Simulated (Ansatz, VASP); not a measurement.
**Si in VASP and in Ansatz**

```
Si
1.0
     0.00000    1.93725    1.93725
     1.93725    0.00000    1.93725
     1.93725    1.93725    0.00000
Si
1
Direct
  0.00000 0.00000 0.00000
```

Alike in both runs: functional PBE; k mesh 18 × 18 × 18; occupations gaussian, width 0.1 eV; no spin polarisation.

Ansatz relaxed the structure, and its values are those at the end. VASP's run is a single point on that final structure, the one shown.

|  | VASP | Ansatz |
| --- | --- | --- |
| version | VASP 6.6.1 | Ansatz 0.2.0 |
| potentials or method | VASP PAW PBE potentials, release 64 (Si), cutoff 520 eV | scalar-relativistic, plane waves, PAW |
| valence electrons in the cell | 4 | 4 |

```tsv
	VASP	Ansatz	Ansatz less VASP
gap on the k mesh at the Fermi level (eV)	none	none	-
pressure (GPa)	0.0	0.0	+0.03
```

A gap of «none» marks a metal or a gap that the smearing closes.
